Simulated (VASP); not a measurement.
Here is a VASP 6.6.1 calculation.

INCAR

```
SYSTEM = Si3N4
PREC = Accurate
ENCUT = 520
EDIFF = 1E-8
ISMEAR = -1
SIGMA = 0.02
LREAL = .FALSE.
LASPH = .TRUE.
NELM = 60
ALGO = Normal
ISIF = 2
LWAVE = .FALSE.
LCHARG = .FALSE.
GGA = PE
LEFG = .TRUE.
NBANDS = 45
```

File KPOINTS:

```
regular mesh
0
G
  4 4 9
  0 0 0
```

File POSCAR:

```
Si3N4
1.0
    7.6170000000      0.0000000000      0.0000000000
   -3.8085000000      6.5965155006      0.0000000000
    0.0000000000      0.0000000000      2.9134000000
Si N
6 8
Direct
    0.1784000000      0.7749000000      0.2500000000
    0.4035000000      0.1784000000      0.7500000000
    0.2251000000      0.4035000000      0.2500000000
    0.8216000000      0.2251000000      0.7500000000
    0.5965000000      0.8216000000      0.2500000000
    0.7749000000      0.5965000000      0.7500000000
    0.3333333333      0.6666666667      0.2500000000
    0.6666666667      0.3333333333      0.7500000000
    0.3359000000      0.0328000000      0.2500000000
    0.3031000000      0.3359000000      0.7500000000
    0.9672000000      0.3031000000      0.2500000000
    0.6641000000      0.9672000000      0.7500000000
    0.6969000000      0.6641000000      0.2500000000
    0.0328000000      0.6969000000      0.7500000000
```

Potentials or basis: VASP PAW PBE potentials, release 64 (Si, N).

Launch:

```bash
$ cat potpaw_PBE.64/Si/POTCAR potpaw_PBE.64/N/POTCAR > POTCAR
$ mpirun -np 1 vasp_std > vasp.out
```

Q: Estimate the largest force.

A: 1.174 eV/Å.

Q: Predict the band gap on the k mesh.

A: 4.13 eV.

Q: Estimate the pressure.

A: 4.1 GPa.

Electric field gradients, principal values (V/Å²):
| atom | least | middle | greatest (by size) |
| --- | --- | --- | --- |
| 1 Si | 2.005 | 4.005 | -6.011 |
| 2 Si | 2.005 | 4.005 | -6.011 |
| 3 Si | 2.005 | 4.006 | -6.011 |
| 4 Si | 2.005 | 4.005 | -6.011 |
| 5 Si | 2.005 | 4.005 | -6.011 |
| 6 Si | 2.005 | 4.006 | -6.011 |
| 7 N | 24.525 | 24.526 | -49.051 |
| 8 N | 24.525 | 24.526 | -49.051 |
| 9 N | 19.979 | 26.041 | -46.021 |
| 10 N | 19.979 | 26.042 | -46.021 |
| 11 N | 19.979 | 26.042 | -46.021 |
| 12 N | 19.979 | 26.041 | -46.021 |
| 13 N | 19.979 | 26.042 | -46.021 |
| 14 N | 19.979 | 26.042 | -46.021 |

Caveat: the cell stands under pressure; without QUAD_EFG the Cq values of the log hold for a quadrupole moment of 1 mb, not for the nuclei; an odd mesh through Γ misses points on the zone boundary, where band edges can lie; forces of over 1 eV/Å act on the atoms, so gaps and moduli don't describe the material at rest. A hybrid or GW would open this gap; PBE tends to underestimate it.
